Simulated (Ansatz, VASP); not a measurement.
# SiC in VASP and in Ansatz

```
Si C
1.0
     3.07575    0.00000    0.00000
    -1.53788    2.66368    0.00000
     0.00000    0.00000   15.09411
Si C
6 6
Direct
  0.33333 0.66667 0.83298
  0.66667 0.33333 0.33298
  0.66667 0.33333 0.66650
  0.33333 0.66667 0.16650
  0.00000 0.00000 0.49972
  0.00000 0.00000 0.99972
  0.00000 0.00000 0.87437
  0.00000 0.00000 0.37437
  0.33333 0.66667 0.70800
  0.66667 0.33333 0.20800
  0.66667 0.33333 0.54154
  0.33333 0.66667 0.04154
```

Alike in both runs: functional r2SCAN; dispersion rVV10; k mesh 12 × 12 × 2; occupations gaussian, width 0.02 eV; no spin polarisation.

Ansatz relaxed the structure, and its values are those at the end. VASP's run is a single point on that final structure, the one shown.

|  | VASP | Ansatz |
| --- | --- | --- |
| version | VASP 6.6.1 | Ansatz 0.2.0 |
| potentials or method | VASP PAW PBE potentials, release 64 (Si, C), cutoff 660 eV | scalar-relativistic, plane waves, PAW |
| valence electrons in the cell | 48 | 48 |

|  | VASP | Ansatz | Ansatz less VASP |
| --- | --- | --- | --- |
| gap on the k mesh at the Fermi level (eV) | 2.37 | 2.35 | -0.014 |
| least direct gap on the mesh (eV) | 3.53 | 3.51 | -0.012 |
| pressure (GPa) | -0.4 | 0.0 | +0.40 |

VASP's potentials were made for PBE, not for r2SCAN.
